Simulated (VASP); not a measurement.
# CdS in VASP: a series of runs

CdS is run at these levels: PBE; tasks: single point.

Program: VASP 6.6.1. These are calculated values, not measurements. Logs are shortened: lines on timing, memory, paths and dates and some standing lists are left out, and cuts for length are marked.

### 1 The cell of the first run

It takes space group Cm (No. 8, monoclinic). Conventional cell: a = 7.707 Å, b = 4.434 Å, c = 6.137 Å, α = 90.00°, β = 90.03°, γ = 90.00°. Cd (site symmetry m) has 3 S at 2.51 to 2.68 Å within 3.3 Å. Within 3.3 Å of S (site symmetry m) lie 3 Cd at 2.51 to 2.68 Å.

### 2 Single point, PBE (strained and its atoms moved)

The input, INCAR:

```
PREC     = Accurate       # precision mode
ENCUT    = 520            # plane-wave cutoff, eV
EDIFF    = 1E-7           # SCF threshold, eV
ISMEAR   = 0              # smearing method
SIGMA    = 0.02           # smearing width, eV
LREAL    = False          # projectors in reciprocal space
LASPH    = True           # aspherical terms in the spheres
NELM     = 100            # most SCF steps
ALGO     = Normal         # electronic algorithm
ISIF     = 2              # what is computed and relaxed
LWAVE    = False          # write WAVECAR
LCHARG   = True           # write CHGCAR
GGA      = PE             # functional
LELF     = True           # ELF
LVHAR    = True         
NBANDS   = 16             # bands
```

The input, KPOINTS:

```
regular mesh
0
Gamma
  9 9 6
```

The input, POSCAR:

```
CdS
1.0
    4.4455077841      0.0068604830      0.0009374573
   -2.2168125395      3.8396654122      0.0000110079
    0.0012769180      0.0007545425      6.1369842164
Cd S
1 1
Direct
   -0.0139530764     -0.0069765382      0.4373852248
    0.6806197464      0.3403098682      0.4396147752
```

Potentials or basis: VASP PAW PBE potentials, release 64 (Cd, S).

Run with:

```bash
> cat potpaw_PBE.64/Cd/POTCAR potpaw_PBE.64/S/POTCAR > POTCAR
> mpirun -np 1 vasp_std > vasp.out
```

OUTCAR:

```text
PREC = Accurate
   ENCUT = 520
   EDIFF = 1E-7
   ISMEAR = 0
   LREAL = False
   LASPH = True
   NELM = 100
   ISIF = 2
   GGA = PE

 ion  position               nearest neighbor table
   1  0.986  0.993  0.437-   2 2.51   2 2.51   2 2.68
   2  0.681  0.340  0.440-   1 2.51   1 2.51   1 2.68

  LATTYP: Found a base centered monoclinic cell.
 ALAT       =     7.7067227928
 B/A-ratio  =     0.5752969424
 C/A-ratio  =     0.7963157052
 COS(beta)  =    -0.0004863797

  Lattice vectors:

 A1 = (  -4.4455077841,  -0.0068604830,  -0.0009374573)
 A2 = (  -2.2286952446,  -3.8465258952,  -0.0009484652)
 A3 = (   0.0012769180,   0.0007545425,   6.1369842164)

Analysis of symmetry for initial positions (statically):
=====================================================================
 Subroutine PRICEL returns:
 Original cell was already a primitive cell.

 Routine SETGRP: Setting up the symmetry group for a
 base centered monoclinic supercell.

 Subroutine GETGRP returns: Found  2 space group operations
 (whereof  2 operations were pure point group operations)
 out of a pool of  4 trial point group operations.

The static configuration has the point symmetry C_1h.

Analysis of symmetry for dynamics (positions and initial velocities):
=====================================================================
 Subroutine PRICEL returns:
 Original cell was already a primitive cell.

 Routine SETGRP: Setting up the symmetry group for a
 base centered monoclinic supercell.

 Subroutine GETGRP returns: Found  2 space group operations
 (whereof  2 operations were pure point group operations)
 out of a pool of  4 trial point group operations.

The dynamic configuration has the point symmetry C_1h.

 Subroutine INISYM returns: Found  2 space group operations
 (whereof  2 operations are pure point group operations),
 and found     1 'primitive' translations

----------------------------------------------------------------------------------------

                                     Primitive cell

  volume of cell :     104.8471

  direct lattice vectors                    reciprocal lattice vectors
     4.445507784  0.006860483  0.000937457     0.224745950  0.129756004 -0.000062716
    -2.216812539  3.839665412  0.000011008    -0.000401556  0.260207523 -0.000031909
     0.001276918  0.000754543  6.136984216    -0.000034330 -0.000020288  0.162946494

  length of vectors
     4.445513177  4.433654059  6.136984396     0.259513712  0.260207835  0.162946498

  position of ions in fractional coordinates (direct lattice)
     0.986046924  0.993023462  0.437385225
     0.680619746  0.340309868  0.439614775

  ion indices of the primitive-cell ions
   primitive index   ion index
                 1           1
                 2           2

----------------------------------------------------------------------------------------

 KPOINTS: regular mesh

Automatic generation of k-mesh.
 Grid dimensions read from file:
 generate k-points for:    9    9    6

 Generating k-lattice:

  Cartesian coordinates                     Fractional coordinates (reciprocal lattice)
     0.024971772  0.014417334 -0.000006968     0.111111111  0.000000000 -0.000000000
    -0.000044617  0.028911947 -0.000003545    -0.000000000  0.111111111  0.000000000
    -0.000005722 -0.000003381  0.027157749    -0.000000000 -0.000000000  0.166666667

  Length of vectors
     0.028834857  0.028911982  0.027157750

  Shift w.r.t. Gamma in fractional coordinates (k-lattice)
     0.000000000  0.000000000  0.000000000

 Subroutine IBZKPT returns following result:
 ===========================================

 Found    140 irreducible k-points:

 Following reciprocal coordinates:
            Coordinates               Weight
  0.000000  0.000000  0.000000      1.000000
  0.111111 -0.000000  0.000000      2.000000
  0.222222 -0.000000  0.000000      2.000000
  0.333333 -0.000000  0.000000      2.000000
  0.444444 -0.000000  0.000000      2.000000
 -0.000000  0.111111 -0.000000      4.000000
[... 16 lines left out ...]
  0.222222  0.444444  0.000000      4.000000
 -0.333333  0.444444  0.000000      4.000000
 [... further k-points ...]
   k-points           NKPTS =    140   k-points in BZ     NKDIM =    140   number of bands    NBANDS=     16
   number of dos      NEDOS =    301   number of ions     NIONS =      2
   total plane-waves  NPLWV =  62208
   dimension x,y,z NGX =    36 NGY =   36 NGZ =   48
   dimension x,y,z NGXF=    72 NGYF=   72 NGZF=   96
   ions per type =               1   1
   NGX,Y,Z   is equivalent  to a cutoff of  13.46, 13.50, 13.00 a.u.
   NGXF,Y,Z  is equivalent  to a cutoff of  26.93, 27.00, 26.01 a.u.
 SYSTEM =  unknown system
   PREC   = accura    normal or accurate (medium, high low for compatibility)
   ISTART =      0    job   : 0-new  1-cont  2-samecut
   ICHARG =      2    charge: 1-file 2-atom 10-const
   ISPIN  =      1    spin polarized calculation?
   LNONCOLLINEAR =      F non collinear calculations
   LSORBIT =      F    spin-orbit coupling
   LASPH  =      T    aspherical Exc in radial PAW
   ENCUT  =  520.0 eV  38.22 Ry    6.18 a.u.   8.27  8.24 11.41*2*pi/ulx,y,z
   NELM   =    100;   NELMIN=  2; NELMDL= -5     # of ELM steps
   EDIFF  = 0.1E-06   stopping-criterion for ELM
   LREAL  =      F    real-space projection
   EDIFFG = 0.1E-05   stopping-criterion for IOM
   NSW    =      0    number of steps for IOM
   IBRION =     -1    ionic relax: 0-MD 1-quasi-New 2-CG
   NFREE  =      0    steps in history (QN), initial steepest desc. (CG)
   ISIF   =      2    stress and relaxation
   ISYM   =      2    0-nonsym 1-usesym 2-fastsym
   POTIM  = 0.5000    time-step for ionic-motion
   TEBEG  =    0.0;   TEEND  =   0.0 temperature during run
   PSTRESS=    0.0 pullay stress
   NELECT =      18.0000    total number of electrons
   NUPDOWN=      -1.0000    fix difference up-down
   EMIN   =  10.00;   EMAX   =-10.00  energy-range for DOS
   EFERMI =   0.00;   METHOD = LEGACY
   ISMEAR =     0;   SIGMA  =   0.02  broadening in eV -4-tet -1-fermi 0-gaus
   EFERMI_NEDOS =   21; number of points for ismear=-14 and -15
   IALGO  =     38    algorithm
   IMIX   =      4    mixing-type and parameters
     AMIX     =   0.40;   BMIX     =  1.00
     AMIX_MAG =   1.60;   BMIX_MAG =  1.00
  volume/ion in A,a.u.               =      52.42       353.77
  Fermi-wavevector in a.u.,A,eV,Ry     =   0.909872  1.719408 11.263808  0.827867
  Thomas-Fermi vector in A             =   2.033967
   LORBIT       =      0    0 simple, 1 ext, 2 COOP (PROOUT), +10 PAW based schemes
   GGA     = PE    functional components
   LHFCALC =     F    Hartree Fock is set to
   AEXX    =    0.0000 exact exchange contribution
   IVDW    =     0    specifies the selected vdW correction
   LEPSILON=     F    determine dielectric tensor
   LRPA    =     F    only Hartree local field effects (RPA)
 non-spin polarized calculation
 Gauss-broadening in eV      SIGMA  =   0.02
  energy-cutoff  :      520.00
  volume of cell :      104.85
 maximum number of plane-waves:      2842
 NGX is ok and might be reduce to    36
   NGX = 17   NGY = 17   NGZ = 23

 number of electron      17.9999995 magnetization

 Free energy of the ion-electron system (eV)
  ---------------------------------------------------
  ext. energy  EPLUGINS =         0.00000000
  ---------------------------------------------------
  free energy    TOTEN  =        -5.51276595 eV

  energy without entropy =       -5.51276595  energy(sigma->0) =       -5.51276595

 E-fermi :  -2.4687     XC(G=0):  -5.6915

 val. band max:       -2.5861400769   @ k =   0.3333   0.3333   0.0000
 cond. band min:      -1.5329293997   @ k =   0.0000   0.0000   0.0000
 fundamental gap:      1.0532106772
 Fermi energy:        -2.4686761874

 k-point     1 :       0.0000    0.0000    0.0000
  band No.  band energies     occupation
      1     -13.8310      2.00000
      2     -10.1289      2.00000
      3     -10.0692      2.00000
      4      -9.7907      2.00000
      5      -9.7818      2.00000
      6      -9.6289      2.00000
[... 8 lines left out ...]
     15       7.8556      0.00000
     16       8.8012      0.00000

 k-point     2 :       0.1111   -0.0000    0.0000
  band No.  band energies     occupation
      1     -13.8056      2.00000
      2     -10.1092      2.00000
      3     -10.0549      2.00000
      4      -9.7919      2.00000
      5      -9.7891      2.00000
      6      -9.6150      2.00000
[... 8 lines left out ...]
     15       8.4848      0.00000
     16       8.6609      0.00000

 k-point     3 :       0.2222   -0.0000    0.0000
  band No.  band energies     occupation
      1     -13.7414      2.00000
      2     -10.0579      2.00000
      3     -10.0109      2.00000
      4      -9.8074      2.00000
      5      -9.7947      2.00000
      6      -9.5744      2.00000
[... 8 lines left out ...]
     15       8.0556      0.00000
     16       8.2805      0.00000

 k-point     4 :       0.3333   -0.0000    0.0000
  band No.  band energies     occupation
      1     -13.6686      2.00000
      2      -9.9974      2.00000
      3      -9.9486      2.00000
      4      -9.8277      2.00000
      5      -9.7980      2.00000
      6      -9.5103      2.00000
[... 8 lines left out ...]
     15       7.0374      0.00000
     16       7.3648      0.00000
[... 324 lines left out ...]
 k-point    22 :       0.1111    0.4444    0.0000
  band No.  band energies     occupation
      1     -13.5473      2.00000
      2      -9.9997      2.00000
      3      -9.8628      2.00000
      4      -9.8590      2.00000
      5      -9.7966      2.00000
      6      -9.4325      2.00000
[... 8 lines left out ...]
     15       6.6565      0.00000
     16       7.0792      0.00000

 k-point    23 :       0.2222    0.4444    0.0000
  band No.  band energies     occupation
      1     -13.5394      2.00000
      2      -9.9977      2.00000
      3      -9.8723      2.00000
      4      -9.8565      2.00000
      5      -9.8019      2.00000
      6      -9.3940      2.00000
[... 8 lines left out ...]
     15       5.8862      0.00000
     16       6.9279      0.00000

 k-point    24 :      -0.3333    0.4444    0.0000
  band No.  band energies     occupation
      1     -13.5716      2.00000
      2     -10.0115      2.00000
      3      -9.8904      2.00000
      4      -9.8544      2.00000
      5      -9.7939      2.00000
      6      -9.4743      2.00000
[... 8 lines left out ...]
     15       6.6906      0.00000
     16       7.2862      0.00000

 [... further k-points ...]
[... 5 lines left out ...]
  --------------------------------------------------------------------------------------
  -------------------------------------------------------------------------------------
  Total       -2.5951740     -2.2203045     -0.0048026     -0.3246828     -0.0030620     -0.0052933
  in kB      -39.6570633    -33.9286518     -0.0733891     -4.9615045     -0.0467904     -0.0808876
  external PRESSURE =     -24.5530347 kB  Pullay stress =       0.0000000 kB

 VOLUME and BASIS-vectors are now :
 -----------------------------------------------------------------------------
  energy-cutoff  :      520.00
  volume of cell :      104.85
      direct lattice vectors                 reciprocal lattice vectors
     4.445507784  0.006860483  0.000937457     0.224745950  0.129756004 -0.000062716
    -2.216812539  3.839665412  0.000011008    -0.000401556  0.260207523 -0.000031909
     0.001276918  0.000754543  6.136984216    -0.000034330 -0.000020288  0.162946494

 POSITION                                       TOTAL-FORCE (eV/Angst)
 -----------------------------------------------------------------------------------
      2.18269      3.81997      2.68516         0.347117      0.200410      0.006468
      2.27186      1.31168      2.69855        -0.347117     -0.200410     -0.006468
 -----------------------------------------------------------------------------------
    total drift:                                0.000169     -0.000132      0.000154

  FREE ENERGIE OF THE ION-ELECTRON SYSTEM (eV)
  ---------------------------------------------------
  free  energy   TOTEN  =        -5.5127659547 eV

  energy  without entropy=       -5.5127659547  energy(sigma->0) =       -5.51276595
```

Run time: 90 s. Hardware: 1 thread of Intel Xeon 6975P-C (Granite Rapids), shared host; peak memory 0.38 GiB.

Results:

* Free energy: -5.5128 eV
* Pressure: -2.5 GPa
* Largest force: 0.401 eV/Å
* Band gap on the k mesh: 1.05 eV, indirect (least direct gap 1.11 eV)

Forces on the atoms (eV/Å):
```
Cd   0.347  0.200  0.006
S   -0.347 -0.200 -0.006
```

Caveat: the cell differs from its parent crystal (strained and its atoms moved). A k mesh can miss the band edges.

### 3 Single point, PBE (atoms moved at random and the cell strained at random)

The input, INCAR:

```
SYSTEM = CdS
PREC = Accurate ; ENCUT = 520
EDIFF = 1E-6 ; ISMEAR = 0
SIGMA = 0.02 ; LREAL = .False.
LASPH = .True. ; NELM = 100
ALGO = Normal ; ISIF = 2
LWAVE = .False. ; LCHARG = .False.
GGA = PE ; NBANDS = 16
```

The input, KPOINTS:

```
regular mesh
0
Gamma
  9 9 6
  0 0 0
```

The input, POSCAR:

```
CdS
1.0
    4.3236809456     -0.0041759462     -0.0013635743
   -2.1654569483      3.7253232962     -0.0177696184
   -0.0018573353     -0.0290208647      5.8591384577
Cd S
1 1
Direct
   -0.0039646905      0.0009836649      0.4466442488
    0.6706313605      0.3323496651      0.4303557512
```

Potentials or basis: VASP PAW PBE potentials, release 64 (Cd, S).

Run with:

```bash
> cat potpaw_PBE.64/Cd/POTCAR potpaw_PBE.64/S/POTCAR > POTCAR
> mpirun -np 1 vasp_std > vasp.out
```

It took 1.8 min on 1 thread of Intel Xeon 6975P-C (Granite Rapids), shared host; peak memory 0.49 GiB.

The run converged. Its results:

```yaml
Free_energy: -5.6341 eV
Pressure: -1.0 GPa
Largest_force: 0.243 eV/Å
Band_gap_on_the_k_mesh: 1.34 eV, indirect (the least direct gap lies 4.0 meV higher)
```

Forces in eV/Å, atoms in the order of the input:
```
Cd   0.241 -0.018 -0.022
S   -0.241  0.018  0.022
```

Stress tensor (GPa, compression positive):
```
-1.52 -0.41  0.04
-0.41 -1.38  0.00
 0.04  0.00 -0.01
```

Levels at points of the mesh, in eV from the valence-band top:
```tsv
k point	band 6	band 7	band 8	band 9	band 10	band 11	band 12	band 13
(0.00, 0.00, 0.00)	-6.96	-0.98	-0.13	0.00	1.34	5.53	6.77	6.85
(0.00, 0.00, 0.50)	-6.95	-1.18	-0.13	0.00	1.61	4.97	6.82	6.98
```

Caveat: the cell differs from its parent crystal (atoms moved at random and the cell strained at random).
